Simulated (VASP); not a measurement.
A run of VASP 6.6.1 is set up as follows.

Contents of INCAR:

```
SYSTEM = Hf2ClO4
PREC = Accurate ; ENCUT = 520
EDIFF = 1E-6 ; ISMEAR = 0
SIGMA = 0.05 ; LREAL = .FALSE.
LASPH = .TRUE. ; NELM = 200
ALGO = Normal ; ISIF = 2
LWAVE = .FALSE. ; LCHARG = .FALSE.
ISPIN = 2 ; MAGMOM = 0 0 0 0 0 0 1
LORBIT = 11 ; LMAXMIX = 4
LDIPOL = .TRUE. ; IDIPOL = 3
DIPOL = 0.5 0.5 0.318 ; GGA = PE
IVDW = 12 ; NBANDS = 38
GGA_COMPAT = .FALSE. ; NELMDL = -8
```

The input KPOINTS:

```
regular mesh
0
G
  9 9 1
  0 0 0
```

Contents of POSCAR:

```
Hf2ClO4
1.0
    3.5874453701      0.0000000000      0.0000000000
   -1.7937226850      3.1068188252      0.0000000000
    0.0000000000      0.0000000000     21.4612281329
O Hf Cl
4 2 1
Direct
    0.0000000000      0.0000000000      0.1863826234
    0.3333333333      0.6666666667      0.2546251504
    0.6666666667      0.3333333333      0.3182215794
    0.0000000000      0.0000000000      0.3895969085
    0.6666666667      0.3333333333      0.2205038869
    0.3333333333      0.6666666667      0.3527665830
    0.3333333333      0.6666666667      0.5060860481
```

Potentials or basis: VASP PAW PBE potentials, release 64 (O, Hf_pv, Cl).

Run with:

```sh
$ cat potpaw_PBE.64/O/POTCAR potpaw_PBE.64/Hf_pv/POTCAR potpaw_PBE.64/Cl/POTCAR > POTCAR
$ mpirun -np 1 vasp_std > vasp.out
```

(1) Estimate the net moment.

(2) Estimate the dispersion energy per atom.

(3) Estimate the band gap on the k mesh.

(4) Predict the largest force.

Results:

(1) 1.00 μB per cell.

(2) -0.160 eV.

(3) zero (filled and empty bands overlap).

(4) 0.941 eV/Å.

Caveat: spin-orbit coupling is left out, which moves the levels of the heavy elements.
